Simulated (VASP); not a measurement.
# N (R-3c) in VASP: a series of runs, part 2 of 2

VASP 6.6.1.

## 3. Electric field gradients, r2SCAN

Input file POSCAR:

```
N
1.0
    4.9308690349      2.8468385646      4.4024911852
   -4.9308690349      2.8468385646      4.4024911852
    0.0000000000     -5.6936771292      4.4024911852
N
16
Direct
    0.5586118100      0.0423832500      0.7208305700
    0.9576167500      0.2791694300      0.4413881900
    0.7208305700      0.5586118100      0.0423832500
    0.9581408800      0.9581408800      0.9581408800
    0.5423832500      0.0586118100      0.2208305700
    0.7791694300      0.4576167500      0.9413881900
    0.2791694300      0.4413881900      0.9576167500
    0.0418591200      0.0418591200      0.0418591200
    0.4576167500      0.9413881900      0.7791694300
    0.5418591200      0.5418591200      0.5418591200
    0.4413881900      0.9576167500      0.2791694300
    0.4581408800      0.4581408800      0.4581408800
    0.0423832500      0.7208305700      0.5586118100
    0.9413881900      0.7791694300      0.4576167500
    0.2208305700      0.5423832500      0.0586118100
    0.0586118100      0.2208305700      0.5423832500
```

Input file INCAR.step1:

```
PREC = Accurate ; ENCUT = 520
ISMEAR = -1 ; SIGMA = 0.05
LREAL = Auto ; LASPH = True
NELM = 100 ; NBANDS = 54
GGA = PE ; ALGO = Normal
EDIFF = 1E-4 ; LWAVE = True
LCHARG = False
```

Input file INCAR.step2:

```
PREC = Accurate ; ENCUT = 520
EDIFF = 1E-8 ; ISMEAR = -1
SIGMA = 0.05 ; LREAL = Auto
LASPH = True ; NELM = 100
ALGO = Normal ; ISIF = 2
LWAVE = False ; LCHARG = False
METAGGA = R2SCAN ; LMIXTAU = True
LEFG = True ; NBANDS = 54
ISTART = 1
```

Input file KPOINTS:

```
Automatic mesh
0
Gamma
  5 5 5
```

Potentials or basis: VASP PAW PBE potentials, release 64 (N).

Started as:

```console
cat potpaw_PBE.64/N/POTCAR > POTCAR
cp INCAR.step1 INCAR
mpirun -np 1 vasp_std > vasp.out
cp INCAR.step2 INCAR
mpirun -np 1 vasp_std > vasp.out
```

OUTCAR:

```text
PREC = Accurate
   ENCUT = 520
   EDIFF = 1E-8
   ISMEAR = -1
   LREAL = Auto
   LASPH = True
   NELM = 100
   ISIF = 2
   METAGGA = R2SCAN
   ISTART = 1

 ion  position               nearest neighbor table
   1  0.559  0.042  0.721-   9 1.11
   2  0.958  0.279  0.441-  16 1.11
   3  0.721  0.559  0.042-   6 1.11
   4  0.958  0.958  0.958-   8 1.11
   5  0.542  0.059  0.221-  11 1.11
   6  0.779  0.458  0.941-   3 1.11
[... 8 lines left out ...]
  15  0.221  0.542  0.059-   7 1.11
  16  0.059  0.221  0.542-   2 1.11

  LATTYP: Found a trigonal (rhomboedric) cell.
 ALAT       =     7.1972138976
 COS(alpha) =     0.0612539745

  Lattice vectors:

 A1 = (   4.9308690349,   2.8468385646,   4.4024911852)
 A2 = (  -4.9308690349,   2.8468385646,   4.4024911852)
 A3 = (   0.0000000000,  -5.6936771292,   4.4024911852)

Analysis of symmetry for initial positions (statically):
=====================================================================
 Subroutine PRICEL returns:
 Original cell was already a primitive cell.

 Routine SETGRP: Setting up the symmetry group for a
 trigonal (rhombohedral) supercell.

 Subroutine GETGRP returns: Found 12 space group operations
 (whereof  6 operations were pure point group operations)
 out of a pool of 12 trial point group operations.

The static configuration has the point symmetry S_6 .
 The point group associated with its full space group is D_3d.

Analysis of symmetry for dynamics (positions and initial velocities):
=====================================================================
 Subroutine PRICEL returns:
 Original cell was already a primitive cell.

[... 1243 lines left out ...]
  energy-cutoff  :      520.00
  volume of cell :      370.80
      direct lattice vectors                 reciprocal lattice vectors
     4.930869035  2.846838565  4.402491185     0.101402004  0.058544474  0.075714708
    -4.930869035  2.846838565  4.402491185    -0.101402004  0.058544474  0.075714708
     0.000000000 -5.693677129  4.402491185     0.000000000 -0.117088948  0.075714708

 POSITION                                       TOTAL-FORCE (eV/Angst)
 -----------------------------------------------------------------------------------
      2.54546     -2.39324      5.81933         0.000494      0.140903      0.088980
      3.34533      1.00781      7.38815        -0.121779      0.070880     -0.088980
      0.79988      3.40105      5.81933        -0.122273     -0.070024      0.088980
      0.00000      0.00000     12.65462         0.000000      0.000000     -0.156272
      2.38541      0.45360      3.61808        -0.000494      0.140903      0.088980
      1.58553     -1.83903      9.58939         0.121779      0.070880     -0.088980
[... 8 lines left out ...]
     -1.58553      1.83903      3.61808        -0.121779     -0.070880      0.088980
     -0.79988     -2.29263      3.61808         0.122273     -0.070024      0.088980
 -----------------------------------------------------------------------------------
    total drift:                               -0.000000     -0.000000      0.000000

  FREE ENERGIE OF THE ION-ELECTRON SYSTEM (eV)
  ---------------------------------------------------
  free  energy   TOTEN  =      -145.9643169298 eV

  energy  without entropy=     -145.9643169297  energy(sigma->0) =     -145.96431693

 Electric field gradients (V/A^2)
---------------------------------------------------------------------
 ion       V_xx      V_yy      V_zz      V_xy      V_xz      V_yz
---------------------------------------------------------------------
   1      63.314   -64.783     1.469    -0.118     0.177   -89.137
   2     -32.656    31.187     1.469    55.527   -77.283    44.415
   3     -32.861    31.392     1.469   -55.409    77.106    44.722
   4      63.230    63.230  -126.459     0.000    -0.000     0.000
   5      63.314   -64.783     1.469     0.118    -0.177   -89.137
   6     -32.656    31.187     1.469   -55.527    77.283    44.415
[... 8 lines left out ...]
  15     -32.656    31.187     1.469   -55.527    77.283    44.415
  16     -32.861    31.392     1.469    55.409   -77.106    44.722
---------------------------------------------------------------------

 Electric field gradients after diagonalization (V/A^2)
 (convention: |V_zz| > |V_xx| > |V_yy|)
----------------------------------------------------------------------
 ion       V_xx      V_yy      V_zz     asymmetry (V_yy - V_xx)/ V_zz
----------------------------------------------------------------------
   1      63.597    63.154  -126.750       0.003
   2      63.597    63.154  -126.750       0.003
   3      63.597    63.154  -126.750       0.003
   4      63.230    63.230  -126.459       0.000
   5      63.597    63.154  -126.750       0.003
   6      63.597    63.154  -126.750       0.003
[... 8 lines left out ...]
  15      63.597    63.154  -126.750       0.003
  16      63.597    63.154  -126.750       0.003
----------------------------------------------------------------------

           NMR quadrupolar parameters

 Cq : quadrupolar parameter    Cq=e*Q*V_zz/h
 eta: asymmetry parameters     (V_yy - V_xx)/ V_zz
 Q  : nuclear electric quadrupole moment in mb (millibarn)
----------------------------------------------------------------------
 ion       Cq(MHz)       eta       Q (mb)
----------------------------------------------------------------------
   1      -0.306       0.003       1.000
   2      -0.306       0.003       1.000
   3      -0.306       0.003       1.000
   4      -0.306       0.000       1.000
   5      -0.306       0.003       1.000
   6      -0.306       0.003       1.000
[... 8 lines left out ...]
  15      -0.306       0.003       1.000
  16      -0.306       0.003       1.000
----------------------------------------------------------------------
```

Run time: 68 min. Hardware: 1 thread of Intel Xeon Platinum 8259CL at 2.50GHz (Skylake/Cascade Lake), shared host; peak memory 0.54 GiB.

What came out:

| Property | Result |
| --- | --- |
| Free energy | -145.9643 eV |
| Pressure | -0.1 GPa |
| Largest force | 0.167 eV/Å |
| Band gap on the k mesh | 8.01 eV, indirect (least direct gap 8.06 eV) |

Forces in eV/Å, atoms in the order of the input:
```
N    0.000  0.141  0.089
N   -0.122  0.071 -0.089
N   -0.122 -0.070  0.089
N    0.000  0.000 -0.156
N    0.000  0.141  0.089
N    0.122  0.071 -0.089
N    0.122  0.070 -0.089
N    0.000  0.000  0.156
N    0.000 -0.141 -0.089
N    0.000  0.000  0.156
N    0.000 -0.141 -0.089
N    0.000  0.000 -0.156
N    0.122 -0.071  0.089
N   -0.122  0.070 -0.089
N   -0.122 -0.071  0.089
N    0.122 -0.070  0.089
```

Electric field gradients, principal values (V/Å²):
| atom | least | middle | greatest (by size) |
| --- | --- | --- | --- |
| 1 N | 63.154 | 63.597 | -126.750 |
| 2 N | 63.154 | 63.597 | -126.750 |
| 3 N | 63.154 | 63.597 | -126.750 |
| 4 N | 63.230 | 63.230 | -126.459 |
| 5 N | 63.154 | 63.597 | -126.750 |
| 6 N | 63.154 | 63.597 | -126.750 |
| 7 N | 63.154 | 63.597 | -126.750 |
| 8 N | 63.230 | 63.230 | -126.459 |
| 9 N | 63.154 | 63.597 | -126.750 |
| 10 N | 63.230 | 63.230 | -126.459 |
| 11 N | 63.154 | 63.597 | -126.750 |
| 12 N | 63.230 | 63.230 | -126.459 |
| 13 N | 63.154 | 63.597 | -126.750 |
| 14 N | 63.154 | 63.597 | -126.750 |
| 15 N | 63.154 | 63.597 | -126.750 |
| 16 N | 63.154 | 63.597 | -126.750 |

Caveat: the standard files for N, O and F lose accuracy on very short bonds; without QUAD_EFG the Cq values of the log hold for a quadrupole moment of 1 mb, not for the nuclei; the PAW data sets were made with another functional, which shifts forces and pressure a little. r2SCAN opens gaps a little over a GGA but as a rule still falls short of measured ones.
